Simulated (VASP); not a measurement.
# Ag (Im-3m) in VASP: a run that goes wrong, beside a sound one

Two runs on Ag: the first has a flaw, the second is sound.

All numbers are computed with VASP 6.6.1; they aren't measurements. Logs are shortened: lines on timing, memory, paths and dates and some standing lists are left out, and cuts for length are marked.

### Step 1. The cell of the first run

It takes space group Im-3m (No. 229, cubic). Conventional cell: a = 3.311 Å, b = 3.311 Å, c = 3.311 Å, α = 90.00°, β = 90.00°, γ = 90.00°. Within 3.8 Å of Ag (site symmetry m-3m) lie 14 Ag at 2.87 to 3.31 Å.

This isn't the form of Ag at room conditions, which is fcc.

### Step 2. A run with an altered input

The input, INCAR:

```
ALGO = Normal ; EDIFF = 1E-6
ENCUT = 400 ; GGA = PS
GGA_COMPAT = F ; ICHARG = 11
ISIF = 2 ; ISMEAR = 1
LASPH = T ; LCHARG = F
LREAL = F ; LWAVE = F
NELM = 60 ; PREC = Accurate
SIGMA = 0.1
```

The input, KPOINTS:

```
k-points
0
Gamma
  14 14 14
```

The input, POSCAR:

```
Ag
1.0
   -1.6556540000      1.6556540000      1.6556540000
    1.6556540000     -1.6556540000      1.6556540000
    1.6556540000      1.6556540000     -1.6556540000
Ag
1
Direct
    0.0000000000      0.0000000000      0.0000000000
```

Potentials or basis: VASP PAW PBE potentials, release 64 (Ag).

Command:

```sh
cat potpaw_PBE.64/Ag/POTCAR > POTCAR
mpirun -np 1 vasp_std > vasp.out
```

OUTCAR:

```text
EDIFF = 1E-6
   ENCUT = 400
   GGA = PS
   ICHARG = 11
   ISIF = 2
   ISMEAR = 1
   LASPH = T
   LREAL = F
   NELM = 60
   PREC = Accurate
[... 26 lines left out ...]
   LASPH  =      T    aspherical Exc in radial PAW
   ENCUT  =  400.0 eV  29.40 Ry    5.42 a.u.   4.68  4.68  4.68*2*pi/ulx,y,z
   NELM   =     60;   NELMIN=  2; NELMDL= -5     # of ELM steps
   EDIFF  = 0.1E-05   stopping-criterion for ELM
   LREAL  =      F    real-space projection
   EDIFFG = 0.1E-04   stopping-criterion for IOM
   NSW    =      0    number of steps for IOM
   IBRION =     -1    ionic relax: 0-MD 1-quasi-New 2-CG
   NFREE  =      0    steps in history (QN), initial steepest desc. (CG)
   ISIF   =      2    stress and relaxation
[... 22 lines left out ...]
   AEXX    =    0.0000 exact exchange contribution
   IVDW    =     0    specifies the selected vdW correction
   LEPSILON=     F    determine dielectric tensor
   LRPA    =     F    only Hartree local field effects (RPA)

   CSHIFT  =0.1000    complex shift for real part using Kramers Kronig

   OMEGAMAX=  -1.0    maximum frequency
 non-spin polarized calculation
 Methfessel and Paxton  Order N= 1 SIGMA  =   0.10
  energy-cutoff  :      400.00
  volume of cell :       18.15
 maximum number of plane-waves:       370
```

On the terminal:

```text
POSCAR found type information on POSCAR Ag
 POSCAR found :  1 types and       1 ions
[... 33 lines left out ...]

1
```

It took 0.6 s on 1 thread of Intel Xeon Platinum 8488C (Sapphire Rapids), shared host.

The input was rejected before any iteration. The input was made wrong on purpose: restart asked without its files (ICHARG = 11).

### Step 3. Single point, PBEsol

The input, INCAR:

```
ALGO = Normal ; EDIFF = 1E-6
ENCUT = 400 ; GGA = PS
GGA_COMPAT = F ; ISIF = 2
ISMEAR = 1 ; LASPH = T
LCHARG = F ; LREAL = F
LWAVE = F ; NELM = 120
PREC = Accurate ; SIGMA = 0.1
```

KPOINTS is that of step 2.

POSCAR is that of step 2.

Potentials or basis: VASP PAW PBE potentials, release 64 (Ag).

Command:

```sh
cat potpaw_PBE.64/Ag/POTCAR > POTCAR
mpirun -np 1 vasp_std > vasp.out
```

It took 6.4 s on 1 thread of Intel Xeon Platinum 8488C (Sapphire Rapids), shared host; peak memory 0.13 GiB.

The run converged. Its results:

* Free energy: -3.2280 eV
* Pressure: -7.3 GPa
* Band gap on the k mesh: zero (an odd number of electrons rules out a gap without spin polarisation)

Levels at points of the mesh, in eV from the Fermi level:
| k point | band 2 | band 3 | band 4 | band 5 | band 6 | band 7 | band 8 | band 9 |
| --- | --- | --- | --- | --- | --- | --- | --- | --- |
| (0.00, 0.00, 0.00) | -4.64 | -4.64 | -4.64 | -3.42 | -3.42 | 17.72 | 17.72 | 17.72 |
| (0.50, 0.00, 0.00) | -5.35 | -3.48 | -3.32 | -2.51 | 0.04 | 3.80 | 13.09 | 13.89 |
| (0.50, 0.50, 0.50) | -5.93 | -2.73 | -2.73 | -2.73 | 6.68 | 6.68 | 6.68 | 11.94 |

Caveat: the cell stands under tension; the PAW data sets were made with another functional, which shifts forces and pressure a little.
